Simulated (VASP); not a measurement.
Wanted: the native input for a VASP 6.6.1 run.

```yaml
Task: single point
Functional: PBEsol
Potentials_or_basis: VASP PAW PBE potentials, release 64 (B, N)
Cutoff: 520 eV
k_mesh: 6 × 6 × 6
Occupations: gaussian, width 0.01 eV
Spin: no spin polarisation
Dipole_correction: no
Further_INCAR_settings: ALGO = Normal; EDIFF = 1e-06; NBANDS = 11
```

The structure of BN (Qingsongite) lies in POSCAR:

```
BN
1.0
    2.5561910000      0.0000000000      0.0000000000
    1.2780955000      2.2137263429      0.0000000000
    1.2780955000      0.7379087810      2.0871212117
B N
1 1
Direct
    0.0000000000      0.0000000000      0.0000000000
    0.2500000000      0.2500000000      0.2500000000
```

One way to write it, as run:

INCAR

```
ALGO = Normal
EDIFF = 1E-6
ENCUT = 520
GGA = PS
ISIF = 2
ISMEAR = 0
LASPH = T
LCHARG = F
LREAL = F
LWAVE = F
NBANDS = 11
NELM = 100
PREC = Accurate
SIGMA = 0.01
```

KPOINTS

```
k-points
0
Gamma
  6 6 6
```

Potentials or basis: VASP PAW PBE potentials, release 64 (B, N).

Run with:

```console
$ cat potpaw_PBE.64/B/POTCAR potpaw_PBE.64/N/POTCAR > POTCAR
$ mpirun -np 1 vasp_std > vasp.out
```

It gave:

- Pressure: -2.3 GPa
- Band gap on the k mesh: 4.27 eV, indirect (least direct gap 8.76 eV)

Caveat: the k points lie up to 0.50 Å⁻¹ apart; the PAW data sets were made with another functional, which shifts forces and pressure a little.

Run time: 3.8 s on 1 thread of AMD EPYC 7R13 (shared host), peak memory 0.09 GiB.
